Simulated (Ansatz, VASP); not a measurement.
# TiO2: VASP beside Ansatz

Contents of INCAR:

```
SYSTEM = TiO2
PREC = Accurate ; ENCUT = 520
EDIFF = 1E-7 ; ISMEAR = -1
SIGMA = 0.01 ; LREAL = .False.
LASPH = .True. ; NELM = 120
ALGO = Normal ; ISIF = 2
LWAVE = .False. ; LCHARG = .False.
GGA = PE ; IBRION = 2
NSW = 80 ; EDIFFG = -0.02
GGA_COMPAT = .False. ; NELMIN = 4
```

The input KPOINTS:

```
regular mesh
0
Gamma
  7 7 11
  0 0 0
```

POSCAR

```
TiO2
1.0
    4.5940000000      0.0000000000      0.0000000000
    0.0000000000      4.5940000000      0.0000000000
    0.0000000000      0.0000000000      2.9590000000
Ti O
2 4
Direct
    0.0000000000      0.0000000000      0.0000000000
    0.5000000000      0.5000000000      0.5000000000
    0.3060000000      0.3060000000      0.0000000000
    0.1940000000      0.8060000000      0.5000000000
    0.6940000000      0.6940000000      0.0000000000
    0.8060000000      0.1940000000      0.5000000000
```

Input for Ansatz:

```yaml
crystal:
  lattice:
    - [4.594, 0.0, 0.0]
    - [0.0, 4.594, 0.0]
    - [0.0, 0.0, 2.959]
  atoms:
    - { symbol: Ti, position: [0.0, 0.0, 0.0] }
    - { symbol: Ti, position: [0.5, 0.5, 0.5] }
    - { symbol: O, position: [0.306, 0.306, 0.0] }
    - { symbol: O, position: [0.194, 0.806, 0.5] }
    - { symbol: O, position: [0.694, 0.694, 0.0] }
    - { symbol: O, position: [0.806, 0.194, 0.5] }
kpoints:
  mp_grid: { grid: [7, 7, 11] }
scf:
  occupations: { method: fermi_dirac, width: 0.01 }
hamiltonian:
  xc: pbe
  pseudopotentials: { kind: paw, azcp: { folder: soft_1 } }
output:
  forces: true
  stress: true
  populations: true
  efg:
    quadrupole_moments_barn: { Ti: 0.247, O: -0.02558 }
    contact_densities: true
relax:
  f_tol: 0.02
  max_steps: 60
```

Alike in both runs: task relaxation of the atoms; functional PBE; k mesh 7 × 7 × 11; occupations fermi-dirac, width 0.01 eV; no spin polarisation.

|  | VASP | Ansatz |
| --- | --- | --- |
| version | VASP 6.6.1 | Ansatz 0.2.0 |
| potentials or method | VASP PAW PBE potentials, release 64 (Ti_sv, O) | plane-wave PAW, scalar-relativistic |
| plane-wave cutoff (eV) | 520 | 420 |
| valence electrons in the cell | 48 | 48 |

VASP gave:

```
gap on the k mesh at the Fermi level, each at its own relaxed structure (eV) : 1.83
```

Question: What did Ansatz give for the same quantities?

Answer: gap on the k mesh at the Fermi level, each at its own relaxed structure (eV): 1.87.

Ansatz's warnings: stress scf threshold loose.
